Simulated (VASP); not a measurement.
# TiNi (P4/mmm) in VASP: single point with PBEsol

Aim: the single point of TiNi with PBEsol.

All numbers are computed with VASP 6.6.1; they aren't measurements. Logs are shortened: lines on timing, memory, paths and dates and some standing lists are left out, and cuts for length are marked.

## Step 1: The cell of the first run

Symmetry: P4/mmm, No. 123, tetragonal system. The conventional cell has a = 2.837 Å, b = 2.837 Å, c = 3.222 Å, α = 90.00°, β = 90.00°, γ = 90.00°. Within 3.4 Å of Ti (site symmetry 4/mmm) lie 8 Ni at 2.57 Å and 6 Ti at 2.84 to 3.22 Å. Within 3.4 Å of Ni (site symmetry 4/mmm) lie 8 Ti at 2.57 Å and 6 Ni at 2.84 to 3.22 Å.

## Step 2: Single point, PBEsol (biaxial strain in the a-b plane: -4.5 %, then relaxed in part)

Contents of INCAR:

```
  PREC = Accurate
  ENCUT = 520
  EDIFF = 1E-6
  ISMEAR = 0
  SIGMA = 0.1
  LREAL = F
  LASPH = T
  NELM = 100
  ALGO = Fast
  ISIF = 2
  LWAVE = F
  LCHARG = F
  GGA = PS
  NBANDS = 18
```

Contents of KPOINTS:

```
regular mesh
0
Gamma
  18 18 18
```

Contents of POSCAR:

```
TiNi
1.0
    2.8371818333      0.0000000000      0.0000000000
    0.0000000000      2.8371818333      0.0000000000
    0.0000000000      0.0000000000      3.2217598513
Ti Ni
1 1
Direct
    0.5000000000      0.5000000000      0.5000000000
    0.0000000000      0.0000000000      0.0000000000
```

Potentials or basis: VASP PAW PBE potentials, release 64 (Ti_sv, Ni).

Started as:

```bash
$ cat potpaw_PBE.64/Ti_sv/POTCAR potpaw_PBE.64/Ni/POTCAR > POTCAR
$ mpirun -np 1 vasp_std > vasp.out
```

OUTCAR:

```text
PREC = Accurate
   ENCUT = 520
   EDIFF = 1E-6
   ISMEAR = 0
   LREAL = F
   LASPH = T
   NELM = 100
   ISIF = 2
   GGA = PS

 ion  position               nearest neighbor table
   1  0.500  0.500  0.500-   2 2.57   2 2.57   2 2.57   2 2.57   2 2.57   2 2.57   2 2.57   2 2.57

   2  0.000  0.000  0.000-   1 2.57   1 2.57   1 2.57   1 2.57   1 2.57   1 2.57   1 2.57   1 2.57

  LATTYP: Found a simple tetragonal cell.
 ALAT       =     2.8371818333
 C/A-ratio  =     1.1355493023

  Lattice vectors:

 A1 = (   2.8371818333,   0.0000000000,   0.0000000000)
 A2 = (   0.0000000000,   2.8371818333,   0.0000000000)
 A3 = (   0.0000000000,   0.0000000000,   3.2217598513)

Analysis of symmetry for initial positions (statically):
=====================================================================
 Subroutine PRICEL returns:
 Original cell was already a primitive cell.

 Routine SETGRP: Setting up the symmetry group for a
 simple tetragonal supercell.

 Subroutine GETGRP returns: Found 16 space group operations
 (whereof 16 operations were pure point group operations)
 out of a pool of 16 trial point group operations.

The static configuration has the point symmetry D_4h.

Analysis of symmetry for dynamics (positions and initial velocities):
=====================================================================
 Subroutine PRICEL returns:
 Original cell was already a primitive cell.

 Routine SETGRP: Setting up the symmetry group for a
 simple tetragonal supercell.

 Subroutine GETGRP returns: Found 16 space group operations
 (whereof 16 operations were pure point group operations)
 out of a pool of 16 trial point group operations.

The dynamic configuration has the point symmetry D_4h.

 Subroutine INISYM returns: Found 16 space group operations
 (whereof 16 operations are pure point group operations),
 and found     1 'primitive' translations

----------------------------------------------------------------------------------------

                                     Primitive cell

  volume of cell :      25.9339

  direct lattice vectors                    reciprocal lattice vectors
     2.837181833  0.000000000  0.000000000     0.352462429  0.000000000  0.000000000
     0.000000000  2.837181833  0.000000000     0.000000000  0.352462429  0.000000000
     0.000000000  0.000000000  3.221759851     0.000000000  0.000000000  0.310389367

  length of vectors
     2.837181833  2.837181833  3.221759851     0.352462429  0.352462429  0.310389367

  position of ions in fractional coordinates (direct lattice)
     0.500000000  0.500000000  0.500000000
     0.000000000  0.000000000  0.000000000

  ion indices of the primitive-cell ions
   primitive index   ion index
                 1           1
                 2           2

----------------------------------------------------------------------------------------

 KPOINTS: regular mesh

Automatic generation of k-mesh.
 Grid dimensions read from file:
 generate k-points for:   18   18   18

 Generating k-lattice:

  Cartesian coordinates                     Fractional coordinates (reciprocal lattice)
     0.019581246  0.000000000  0.000000000     0.055555556  0.000000000  0.000000000
     0.000000000  0.019581246  0.000000000     0.000000000  0.055555556  0.000000000
     0.000000000  0.000000000  0.017243854     0.000000000  0.000000000  0.055555556

  Length of vectors
     0.019581246  0.019581246  0.017243854

  Shift w.r.t. Gamma in fractional coordinates (k-lattice)
     0.000000000  0.000000000  0.000000000

 Subroutine IBZKPT returns following result:
 ===========================================

 Found    550 irreducible k-points:

 Following reciprocal coordinates:
            Coordinates               Weight
  0.000000  0.000000  0.000000      1.000000
  0.055556  0.000000  0.000000      4.000000
  0.111111  0.000000  0.000000      4.000000
  0.166667  0.000000  0.000000      4.000000
  0.222222  0.000000  0.000000      4.000000
  0.277778  0.000000  0.000000      4.000000
[... 16 lines left out ...]
  0.277778  0.111111  0.000000      8.000000
  0.333333  0.111111  0.000000      8.000000
 [... further k-points ...]
   k-points           NKPTS =    550   k-points in BZ     NKDIM =    550   number of bands    NBANDS=     18
   number of dos      NEDOS =    301   number of ions     NIONS =      2
   total plane-waves  NPLWV =  13824
   dimension x,y,z NGX =    24 NGY =   24 NGZ =   24
   dimension x,y,z NGXF=    48 NGYF=   48 NGZF=   48
   ions per type =               1   1
   NGX,Y,Z   is equivalent  to a cutoff of  14.06, 14.06, 12.38 a.u.
   NGXF,Y,Z  is equivalent  to a cutoff of  28.13, 28.13, 24.77 a.u.
 SYSTEM =  unknown system
   PREC   = accura    normal or accurate (medium, high low for compatibility)
   ISTART =      0    job   : 0-new  1-cont  2-samecut
   ICHARG =      2    charge: 1-file 2-atom 10-const
   ISPIN  =      1    spin polarized calculation?
   LNONCOLLINEAR =      F non collinear calculations
   LSORBIT =      F    spin-orbit coupling
   LASPH  =      T    aspherical Exc in radial PAW
   ENCUT  =  520.0 eV  38.22 Ry    6.18 a.u.   5.28  5.28  5.99*2*pi/ulx,y,z
   NELM   =    100;   NELMIN=  2; NELMDL= -5     # of ELM steps
   EDIFF  = 0.1E-05   stopping-criterion for ELM
   LREAL  =      F    real-space projection
   EDIFFG = 0.1E-04   stopping-criterion for IOM
   NSW    =      0    number of steps for IOM
   IBRION =     -1    ionic relax: 0-MD 1-quasi-New 2-CG
   NFREE  =      0    steps in history (QN), initial steepest desc. (CG)
   ISIF   =      2    stress and relaxation
   ISYM   =      2    0-nonsym 1-usesym 2-fastsym
   POTIM  = 0.5000    time-step for ionic-motion
   TEBEG  =    0.0;   TEEND  =   0.0 temperature during run
   PSTRESS=    0.0 pullay stress
   NELECT =      22.0000    total number of electrons
   NUPDOWN=      -1.0000    fix difference up-down
   EMIN   =  10.00;   EMAX   =-10.00  energy-range for DOS
   EFERMI =   0.00;   METHOD = LEGACY
   ISMEAR =     0;   SIGMA  =   0.10  broadening in eV -4-tet -1-fermi 0-gaus
   EFERMI_NEDOS =   21; number of points for ismear=-14 and -15
   IALGO  =     68    algorithm
   IMIX   =      4    mixing-type and parameters
     AMIX     =   0.40;   BMIX     =  1.00
     AMIX_MAG =   1.60;   BMIX_MAG =  1.00
  volume/ion in A,a.u.               =      12.97        87.51
  Fermi-wavevector in a.u.,A,eV,Ry     =   1.549744  2.928591 32.677189  2.401706
  Thomas-Fermi vector in A             =   2.654507
   LORBIT       =      0    0 simple, 1 ext, 2 COOP (PROOUT), +10 PAW based schemes
   GGA     = PS    functional components
   LHFCALC =     F    Hartree Fock is set to
   AEXX    =    0.0000 exact exchange contribution
   IVDW    =     0    specifies the selected vdW correction
   LEPSILON=     F    determine dielectric tensor
   LRPA    =     F    only Hartree local field effects (RPA)
 non-spin polarized calculation
 RMM-DIIS sequential band-by-band and
 Gauss-broadening in eV      SIGMA  =   0.10
  energy-cutoff  :      520.00
  volume of cell :       25.93
 maximum number of plane-waves:       720
 NGX is ok and might be reduce to    24
   NGX = 11   NGY = 11   NGZ = 11

 number of electron      21.9999995 magnetization

 Free energy of the ion-electron system (eV)
  ---------------------------------------------------
  ext. energy  EPLUGINS =         0.00000000
  ---------------------------------------------------
  free energy    TOTEN  =       -15.19041384 eV

  energy without entropy =      -15.17590168  energy(sigma->0) =      -15.18315776

 E-fermi :   9.7860     XC(G=0): -12.8137

 val. band max:        9.7852559748   @ k =   0.3889   0.3333   0.2778
 cond. band min:       9.7901119586   @ k =   0.2222   0.0000   0.3889
 fundamental gap:      0.0048559838
 Fermi energy:         9.7860050769

 k-point     1 :       0.0000    0.0000    0.0000
  band No.  band energies     occupation
      1     -47.0057      2.00000
      2     -23.2986      2.00000
      3     -23.1081      2.00000
      4     -23.1081      2.00000
      5       1.8695      2.00000
      6       5.6530      2.00000
[... 10 lines left out ...]
     17      20.1877      0.00000
     18      20.1877      0.00000

 k-point     2 :       0.0556    0.0000    0.0000
  band No.  band energies     occupation
      1     -47.0040      2.00000
      2     -23.2973      2.00000
      3     -23.1229      2.00000
      4     -23.1069      2.00000
      5       1.9373      2.00000
      6       5.6856      2.00000
[... 10 lines left out ...]
     17      19.7969      0.00000
     18      20.3292      0.00000

 k-point     3 :       0.1111    0.0000    0.0000
  band No.  band energies     occupation
      1     -46.9990      2.00000
      2     -23.2934      2.00000
      3     -23.1653      2.00000
      4     -23.1034      2.00000
      5       2.1385      2.00000
      6       5.7804      2.00000
[... 10 lines left out ...]
     17      18.8561      0.00000
     18      20.7340      0.00000

 k-point     4 :       0.1667    0.0000    0.0000
  band No.  band energies     occupation
      1     -46.9914      2.00000
      2     -23.2875      2.00000
      3     -23.2299      2.00000
      4     -23.0981      2.00000
      5       2.4659      2.00000
      6       5.9292      2.00000
[... 10 lines left out ...]
     17      17.7139      0.00000
     18      21.3559      0.00000

 k-point     5 :       0.2222    0.0000    0.0000
  band No.  band energies     occupation
      1     -46.9820      2.00000
      2     -23.3084      2.00000
      3     -23.2803      2.00000
      4     -23.0917      2.00000
      5       2.9076      2.00000
      6       6.1206      2.00000
[... 10 lines left out ...]
     17      18.6026      0.00000
     18      22.1454      0.00000

 k-point     6 :       0.2778    0.0000    0.0000
  band No.  band energies     occupation
      1     -46.9719      2.00000
      2     -23.3911      2.00000
      3     -23.2725      2.00000
      4     -23.0847      2.00000
      5       3.4467      2.00000
      6       6.3404      2.00000
[... 10 lines left out ...]
     17      19.6044      0.00000
     18      23.0703      0.00000

 k-point     7 :       0.3333    0.0000    0.0000
  band No.  band energies     occupation
      1     -46.9625      2.00000
      2     -23.4680      2.00000
      3     -23.2652      2.00000
      4     -23.0782      2.00000
      5       4.0589      2.00000
      6       6.5067      2.00000
[... 10 lines left out ...]
     17      20.6665      0.00000
     18      23.2156      0.00000

 k-point     8 :       0.3889    0.0000    0.0000
  band No.  band energies     occupation
      1     -46.9547      2.00000
      2     -23.5302      2.00000
      3     -23.2593      2.00000
      4     -23.0729      2.00000
      5       4.7071      2.00000
      6       6.5002      2.00000
[... 10 lines left out ...]
     17      21.7758      0.00000
     18      23.0483      0.00000
[... 229 lines left out ...]
     17      22.8620      0.00000
     18      24.2382      0.00000

 k-point    20 :       0.1111    0.1111    0.0000
  band No.  band energies     occupation
      1     -46.9924      2.00000
      2     -23.2882      2.00000
      3     -23.1641      2.00000
      4     -23.1562      2.00000
      5       2.4006      2.00000
      6       5.8920      2.00000
[... 10 lines left out ...]
     17      19.0471      0.00000
     18      19.6242      0.00000

 k-point    21 :       0.1667    0.1111    0.0000
  band No.  band energies     occupation
      1     -46.9848      2.00000
      2     -23.2821      2.00000
      3     -23.2246      2.00000
      4     -23.1539      2.00000
      5       2.7186      2.00000
      6       6.0197      2.00000
[... 10 lines left out ...]
     17      18.1931      0.00000
     18      19.9664      0.00000

 k-point    22 :       0.2222    0.1111    0.0000
  band No.  band energies     occupation
      1     -46.9754      2.00000
      2     -23.3022      2.00000
      3     -23.2748      2.00000
      4     -23.1469      2.00000
      5       3.1461      2.00000
      6       6.1796      2.00000
[... 10 lines left out ...]
     17      19.0138      0.00000
     18      20.6012      0.00000

 k-point    23 :       0.2778    0.1111    0.0000
  band No.  band energies     occupation
      1     -46.9655      2.00000
      2     -23.3842      2.00000
      3     -23.2669      2.00000
      4     -23.1393      2.00000
      5       3.6646      2.00000
      6       6.3524      2.00000
[... 10 lines left out ...]
     17      19.9352      0.00000
     18      21.3146      0.00000

 k-point    24 :       0.3333    0.1111    0.0000
  band No.  band energies     occupation
      1     -46.9561      2.00000
      2     -23.4604      2.00000
      3     -23.2595      2.00000
      4     -23.1322      2.00000
      5       4.2478      2.00000
      6       6.4942      2.00000
[... 10 lines left out ...]
     17      20.9311      0.00000
     18      22.0271      0.00000

 [... further k-points ...]
[... 5 lines left out ...]
  --------------------------------------------------------------------------------------
  -------------------------------------------------------------------------------------
  Total        0.2445480      0.2445480     -0.0434218      0.0000000      0.0000000      0.0000000
  in kB       15.1080066     15.1080066     -2.6825695      0.0000000      0.0000000      0.0000000
  external PRESSURE =       9.1778146 kB  Pullay stress =       0.0000000 kB

 VOLUME and BASIS-vectors are now :
 -----------------------------------------------------------------------------
  energy-cutoff  :      520.00
  volume of cell :       25.93
      direct lattice vectors                 reciprocal lattice vectors
     2.837181833  0.000000000  0.000000000     0.352462429  0.000000000  0.000000000
     0.000000000  2.837181833  0.000000000     0.000000000  0.352462429  0.000000000
     0.000000000  0.000000000  3.221759851     0.000000000  0.000000000  0.310389367

 POSITION                                       TOTAL-FORCE (eV/Angst)
 -----------------------------------------------------------------------------------
      1.41859      1.41859      1.61088         0.000000      0.000000      0.000000
      0.00000      0.00000      0.00000         0.000000      0.000000      0.000000
 -----------------------------------------------------------------------------------
    total drift:                                0.000000      0.000000     -0.000000

  FREE ENERGIE OF THE ION-ELECTRON SYSTEM (eV)
  ---------------------------------------------------
  free  energy   TOTEN  =       -15.1904138390 eV

  energy  without entropy=      -15.1759016759  energy(sigma->0) =      -15.18315776
```

Run time: 8.5 min. Hardware: 1 thread of Intel Xeon 8259CL, shared host; peak memory 0.37 GiB.

What came out:

* Free energy: -15.1904 eV
* Pressure: 0.9 GPa
* Band gap on the k mesh: zero (bands 11 and 12 overlap by 2.35 eV)

Levels at points of the mesh, in eV from the Fermi level:
```csv
k point,band 8,band 9,band 10,band 11,band 12,band 13,band 14,band 15
"(0.00, 0.00, 0.00)",-2.12,-2.12,-1.70,0.09,0.72,2.78,2.78,2.98
"(0.50, 0.00, 0.00)",-2.39,-2.02,-1.74,-0.61,-0.17,-0.12,1.07,2.37
"(0.50, 0.50, 0.00)",-3.26,-1.11,-0.28,1.25,1.25,1.71,2.30,2.30
"(0.00, 0.00, 0.50)",-1.97,-1.97,-1.54,-1.23,-1.02,1.25,1.25,2.75
"(0.50, 0.00, 0.50)",-2.52,-1.60,-0.69,0.14,0.49,0.58,2.34,2.70
"(0.50, 0.50, 0.50)",-2.50,-1.99,-1.99,-1.44,-1.10,3.00,3.75,6.62
```

Caveat: the cell differs from its parent crystal (biaxial strain in the a-b plane: -4.5 %, then relaxed in part); the PAW data sets were made with another functional, which shifts forces and pressure a little. Spin polarisation is off, so any magnetic state and its effect on volume and gap are missing.
